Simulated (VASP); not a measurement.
# HfN (Fm-3m) in VASP: single point with PBE

Aim: the single point of HfN with PBE.

All numbers are computed with VASP 6.6.1; they aren't measurements. Logs are shortened: lines on timing, memory, paths and dates and some standing lists are left out, and cuts for length are marked.

## (1) The cell of the first run

Symmetry: Fm-3m, No. 225, cubic system. The conventional cell has a = 4.512 Å, b = 4.512 Å, c = 4.512 Å, α = 90.00°, β = 90.00°, γ = 90.00°. Within 3.0 Å of Hf (site symmetry m-3m) lie 6 N at 2.26 Å. N (site symmetry m-3m) has 6 Hf at 2.26 Å within 3.0 Å.

## (2) Single point, PBE

Contents of INCAR:

```
PREC = Accurate
ENCUT = 600
EDIFF = 1E-6
ISMEAR = 1
SIGMA = 0.1
LREAL = False
LASPH = True
NELM = 120
ALGO = Normal
ISIF = 2
LWAVE = False
LCHARG = True
GGA = PE
LELF = True
LVHAR = True
NBANDS = 74
GGA_COMPAT = False
```

Contents of KPOINTS:

```
regular mesh
0
Gamma
  3 3 3
```

Contents of POSCAR:

```
HfN
1.0
    0.0000000000      4.5120000000      4.5120000000
    4.5120000000      0.0000000000      4.5120000000
    4.5120000000      4.5120000000      0.0000000000
Hf N
8 8
Direct
    0.0000000000      0.0000000000      0.0000000000
    0.0000000000      0.0000000000      0.5000000000
    0.0000000000      0.5000000000      0.0000000000
    0.0000000000      0.5000000000      0.5000000000
    0.5000000000      0.0000000000      0.0000000000
    0.5000000000      0.0000000000      0.5000000000
    0.5000000000      0.5000000000      0.0000000000
    0.5000000000      0.5000000000      0.5000000000
    0.2500000000      0.2500000000      0.2500000000
    0.2500000000      0.2500000000      0.7500000000
    0.2500000000      0.7500000000      0.2500000000
    0.2500000000      0.7500000000      0.7500000000
    0.7500000000      0.2500000000      0.2500000000
    0.7500000000      0.2500000000      0.7500000000
    0.7500000000      0.7500000000      0.2500000000
    0.7500000000      0.7500000000      0.7500000000
```

Potentials or basis: VASP PAW PBE potentials, release 64 (Hf_pv, N).

Command:

```
$ cat potpaw_PBE.64/Hf_pv/POTCAR potpaw_PBE.64/N/POTCAR > POTCAR
$ mpirun -np 1 vasp_std > vasp.out
```

OUTCAR:

```text
PREC = Accurate
   ENCUT = 600
   EDIFF = 1E-6
   ISMEAR = 1
   LREAL = False
   LASPH = True
   NELM = 120
   ISIF = 2
   GGA = PE

 ion  position               nearest neighbor table
   1  0.000  0.000  0.000-  10 2.26  11 2.26  12 2.26  13 2.26  14 2.26  15 2.26   2 3.19   3 3.19
                             5 3.19   2 3.19   4 3.19   6 3.19   3 3.19   4 3.19   7 3.19   5 3.19
   2  0.000  0.000  0.500-   9 2.26  11 2.26  12 2.26  13 2.26  14 2.26  16 2.26   1 3.19   4 3.19
                             6 3.19   1 3.19   3 3.19   5 3.19   3 3.19   4 3.19   8 3.19   5 3.19
   3  0.000  0.500  0.000-   9 2.26  10 2.26  12 2.26  13 2.26  15 2.26  16 2.26   1 3.19   4 3.19
                             7 3.19   2 3.19   4 3.19   8 3.19   1 3.19   2 3.19   5 3.19   5 3.19
   4  0.000  0.500  0.500-   9 2.26  10 2.26  11 2.26  14 2.26  15 2.26  16 2.26   2 3.19   3 3.19
                             8 3.19   1 3.19   3 3.19   7 3.19   1 3.19   2 3.19   6 3.19   6 3.19
   5  0.500  0.000  0.000-   9 2.26  10 2.26  11 2.26  14 2.26  15 2.26  16 2.26   1 3.19   6 3.19
                             7 3.19   2 3.19   6 3.19   8 3.19   3 3.19   7 3.19   8 3.19   1 3.19
   6  0.500  0.000  0.500-   9 2.26  10 2.26  12 2.26  13 2.26  15 2.26  16 2.26   2 3.19   5 3.19
                             8 3.19   1 3.19   5 3.19   7 3.19   4 3.19   7 3.19   8 3.19   1 3.19
   7  0.500  0.500  0.000-   9 2.26  11 2.26  12 2.26  13 2.26  14 2.26  16 2.26   3 3.19   5 3.19
                             8 3.19   4 3.19   6 3.19   8 3.19   1 3.19   5 3.19   6 3.19   1 3.19
   8  0.500  0.500  0.500-  10 2.26  11 2.26  12 2.26  13 2.26  14 2.26  15 2.26   4 3.19   6 3.19
                             7 3.19   3 3.19   5 3.19   7 3.19   2 3.19   5 3.19   6 3.19   2 3.19
   9  0.250  0.250  0.250-   2 2.26   3 2.26   4 2.26   5 2.26   6 2.26   7 2.26
  10  0.250  0.250  0.750-   1 2.26   3 2.26   4 2.26   5 2.26   6 2.26   8 2.26
  11  0.250  0.750  0.250-   1 2.26   2 2.26   4 2.26   5 2.26   7 2.26   8 2.26
  12  0.250  0.750  0.750-   1 2.26   2 2.26   3 2.26   6 2.26   7 2.26   8 2.26
  13  0.750  0.250  0.250-   1 2.26   2 2.26   3 2.26   6 2.26   7 2.26   8 2.26
  14  0.750  0.250  0.750-   1 2.26   2 2.26   4 2.26   5 2.26   7 2.26   8 2.26
[... 6 lines left out ...]
  Lattice vectors:

 A1 = (   0.0000000000,   4.5120000000,   4.5120000000)
 A2 = (   4.5120000000,   0.0000000000,   4.5120000000)
 A3 = (   4.5120000000,   4.5120000000,   0.0000000000)

Analysis of symmetry for initial positions (statically):
=====================================================================
 Subroutine PRICEL returns following result:

  LATTYP: Found a face centered cubic cell.
 ALAT       =     4.5120000000

  Lattice vectors:

 A1 = (   0.0000000000,   2.2560000000,   2.2560000000)
 A2 = (   2.2560000000,   0.0000000000,   2.2560000000)
 A3 = (   2.2560000000,   2.2560000000,   0.0000000000)

   8 primitive cells build up your supercell.

 Routine SETGRP: Setting up the symmetry group for a
 face centered cubic supercell.

 Subroutine GETGRP returns: Found 48 space group operations
 (whereof 48 operations were pure point group operations)
 out of a pool of 48 trial point group operations.

The static configuration has the point symmetry O_h .

Analysis of symmetry for dynamics (positions and initial velocities):
=====================================================================
 Subroutine PRICEL returns following result:

  LATTYP: Found a face centered cubic cell.
 ALAT       =     4.5120000000

  Lattice vectors:

 A1 = (   0.0000000000,   2.2560000000,   2.2560000000)
 A2 = (   2.2560000000,   0.0000000000,   2.2560000000)
 A3 = (   2.2560000000,   2.2560000000,   0.0000000000)

   8 primitive cells build up your supercell.

 Routine SETGRP: Setting up the symmetry group for a
 face centered cubic supercell.

 Subroutine GETGRP returns: Found 48 space group operations
 (whereof 48 operations were pure point group operations)
 out of a pool of 48 trial point group operations.

The dynamic configuration has the point symmetry O_h .

 Subroutine INISYM returns: Found 48 space group operations
 (whereof 48 operations are pure point group operations),
 and found     8 'primitive' translations

----------------------------------------------------------------------------------------

                                     Primitive cell

  volume of cell :      22.9640

  direct lattice vectors                    reciprocal lattice vectors
     0.000000000  2.256000000  2.256000000    -0.221631206  0.221631206  0.221631206
     2.256000000  0.000000000  2.256000000     0.221631206 -0.221631206  0.221631206
     2.256000000  2.256000000  0.000000000     0.221631206  0.221631206 -0.221631206

  length of vectors
     3.190465797  3.190465797  3.190465797     0.383876509  0.383876509  0.383876509

  position of ions in fractional coordinates (direct lattice)
     0.000000000  0.000000000  0.000000000
     0.500000000  0.500000000  0.500000000

  ion indices of the primitive-cell ions
   primitive index   ion index
                 1           1
                 2           9

----------------------------------------------------------------------------------------

 KPOINTS: regular mesh

Automatic generation of k-mesh.
 Grid dimensions read from file:
 generate k-points for:    3    3    3

 Generating k-lattice:

  Cartesian coordinates                     Fractional coordinates (reciprocal lattice)
    -0.036938534  0.036938534  0.036938534     0.333333333  0.000000000  0.000000000
     0.036938534 -0.036938534  0.036938534     0.000000000  0.333333333  0.000000000
     0.036938534  0.036938534 -0.036938534     0.000000000  0.000000000  0.333333333

  Length of vectors
     0.063979418  0.063979418  0.063979418

  Shift w.r.t. Gamma in fractional coordinates (k-lattice)
     0.000000000  0.000000000  0.000000000

 Subroutine IBZKPT returns following result:
 ===========================================

 Found      4 irreducible k-points:

 Following reciprocal coordinates:
            Coordinates               Weight
  0.000000  0.000000  0.000000      1.000000
  0.333333  0.000000  0.000000      8.000000
  0.333333  0.333333  0.000000      6.000000
 -0.333333  0.333333  0.000000     12.000000
   k-points           NKPTS =      4   k-points in BZ     NKDIM =      4   number of bands    NBANDS=     74
   number of dos      NEDOS =    301   number of ions     NIONS =     16
   total plane-waves  NPLWV = 157464
   dimension x,y,z NGX =    54 NGY =   54 NGZ =   54
   dimension x,y,z NGXF=   108 NGYF=  108 NGZF=  108
   ions per type =               8   8
   NGX,Y,Z   is equivalent  to a cutoff of  14.07, 14.07, 14.07 a.u.
   NGXF,Y,Z  is equivalent  to a cutoff of  28.14, 28.14, 28.14 a.u.
 SYSTEM =  unknown system
   PREC   = accura    normal or accurate (medium, high low for compatibility)
   ISTART =      0    job   : 0-new  1-cont  2-samecut
   ICHARG =      2    charge: 1-file 2-atom 10-const
   ISPIN  =      1    spin polarized calculation?
   LNONCOLLINEAR =      F non collinear calculations
   LSORBIT =      F    spin-orbit coupling
   LASPH  =      T    aspherical Exc in radial PAW
   ENCUT  =  600.0 eV  44.10 Ry    6.64 a.u.  12.74 12.74 12.74*2*pi/ulx,y,z
   NELM   =    120;   NELMIN=  2; NELMDL= -5     # of ELM steps
   EDIFF  = 0.1E-05   stopping-criterion for ELM
   LREAL  =      F    real-space projection
   EDIFFG = 0.1E-04   stopping-criterion for IOM
   NSW    =      0    number of steps for IOM
   IBRION =     -1    ionic relax: 0-MD 1-quasi-New 2-CG
   NFREE  =      0    steps in history (QN), initial steepest desc. (CG)
   ISIF   =      2    stress and relaxation
   ISYM   =      2    0-nonsym 1-usesym 2-fastsym
   POTIM  = 0.5000    time-step for ionic-motion
   TEBEG  =    0.0;   TEEND  =   0.0 temperature during run
   PSTRESS=    0.0 pullay stress
   NELECT =     120.0000    total number of electrons
   NUPDOWN=      -1.0000    fix difference up-down
   EMIN   =  10.00;   EMAX   =-10.00  energy-range for DOS
   EFERMI =   0.00;   METHOD = LEGACY
   ISMEAR =     1;   SIGMA  =   0.10  broadening in eV -4-tet -1-fermi 0-gaus
   EFERMI_NEDOS =   21; number of points for ismear=-14 and -15
   IALGO  =     38    algorithm
   IMIX   =      4    mixing-type and parameters
     AMIX     =   0.40;   BMIX     =  1.00
     AMIX_MAG =   1.60;   BMIX_MAG =  1.00
  volume/ion in A,a.u.               =      11.48        77.48
  Fermi-wavevector in a.u.,A,eV,Ry     =   1.420440  2.684242 27.451783  2.017649
  Thomas-Fermi vector in A             =   2.541355
   LORBIT       =      0    0 simple, 1 ext, 2 COOP (PROOUT), +10 PAW based schemes
   GGA     = PE    functional components
   LHFCALC =     F    Hartree Fock is set to
   AEXX    =    0.0000 exact exchange contribution
   IVDW    =     0    specifies the selected vdW correction
   LEPSILON=     F    determine dielectric tensor
   LRPA    =     F    only Hartree local field effects (RPA)
 non-spin polarized calculation
 Methfessel and Paxton  Order N= 1 SIGMA  =   0.10
  energy-cutoff  :      600.00
  volume of cell :      183.71
 maximum number of plane-waves:      6183
 NGX is ok and might be reduce to    54
   NGX = 25   NGY = 25   NGZ = 25

 number of electron     120.0000002 magnetization

 Free energy of the ion-electron system (eV)
  ---------------------------------------------------
  ext. energy  EPLUGINS =         0.00000000
  ---------------------------------------------------
  free energy    TOTEN  =      -174.34883736 eV

  energy without entropy =     -174.34272986  energy(sigma->0) =     -174.34680153

 E-fermi :   8.5594     XC(G=0): -12.7538

 val. band max:        8.5282755963   @ k =   0.3333   0.0000   0.0000
 cond. band min:       8.8942078672   @ k =   0.3333   0.0000   0.0000
 fundamental gap:      0.3659322709
 Fermi energy:         8.5594331678

 k-point     1 :       0.0000    0.0000    0.0000
  band No.  band energies     occupation
      1     -23.6989      2.00000
      2     -23.6989      2.00000
      3     -23.6989      2.00000
      4     -23.6989      2.00000
      5     -23.5318      2.00000
      6     -23.5318      2.00000
[... 289 lines left out ...]
     71      11.5439      0.00000
     72      11.5663      0.00000
 [bands above 72 left out]

------------------------ aborting loop because EDIFF is reached ----------------------------------------

  FORCE on cell =-STRESS in cart. coord.  units (eV):
  Direction    XX          YY          ZZ          XY          YZ          ZX
  --------------------------------------------------------------------------------------
  -------------------------------------------------------------------------------------
  Total        4.4493094      4.4493094      4.4493094     -0.0000000      0.0000000      0.0000000
  in kB       38.8030553     38.8030553     38.8030553     -0.0000000      0.0000000      0.0000000
  external PRESSURE =      38.8030553 kB  Pullay stress =       0.0000000 kB

 VOLUME and BASIS-vectors are now :
 -----------------------------------------------------------------------------
  energy-cutoff  :      600.00
  volume of cell :      183.71
      direct lattice vectors                 reciprocal lattice vectors
     0.000000000  4.512000000  4.512000000    -0.110815603  0.110815603  0.110815603
     4.512000000  0.000000000  4.512000000     0.110815603 -0.110815603  0.110815603
     4.512000000  4.512000000  0.000000000     0.110815603  0.110815603 -0.110815603

 POSITION                                       TOTAL-FORCE (eV/Angst)
 -----------------------------------------------------------------------------------
      0.00000      0.00000      0.00000        -0.000000     -0.000000      0.000000
      2.25600      2.25600      0.00000         0.000000      0.000000      0.000000
      2.25600      0.00000      2.25600        -0.000000     -0.000000      0.000000
      4.51200      2.25600      2.25600         0.000000     -0.000000     -0.000000
      0.00000      2.25600      2.25600        -0.000000      0.000000      0.000000
      2.25600      4.51200      2.25600         0.000000     -0.000000      0.000000
[... 8 lines left out ...]
      4.51200      4.51200      6.76800        -0.000000     -0.000000     -0.000000
      6.76800      6.76800      6.76800        -0.000000      0.000000      0.000000
 -----------------------------------------------------------------------------------
    total drift:                               -0.000000      0.000000      0.000000

  FREE ENERGIE OF THE ION-ELECTRON SYSTEM (eV)
  ---------------------------------------------------
  free  energy   TOTEN  =      -174.3488373577 eV

  energy  without entropy=     -174.3427298650  energy(sigma->0) =     -174.34680153
```

It took 3.1 min on 1 thread of Intel Xeon Platinum 8259CL at 2.50GHz (Skylake/Cascade Lake), shared host; peak memory 0.39 GiB.

Results:

```yaml
Free_energy: -174.3488 eV
Pressure: 3.9 GPa
Band_gap_on_the_k_mesh: zero (bands 60 and 61 overlap by 0.46 eV)
```

Caveat: the k points lie up to 0.40 Å⁻¹ apart; spin-orbit coupling is left out, which moves the levels of the heavy elements.
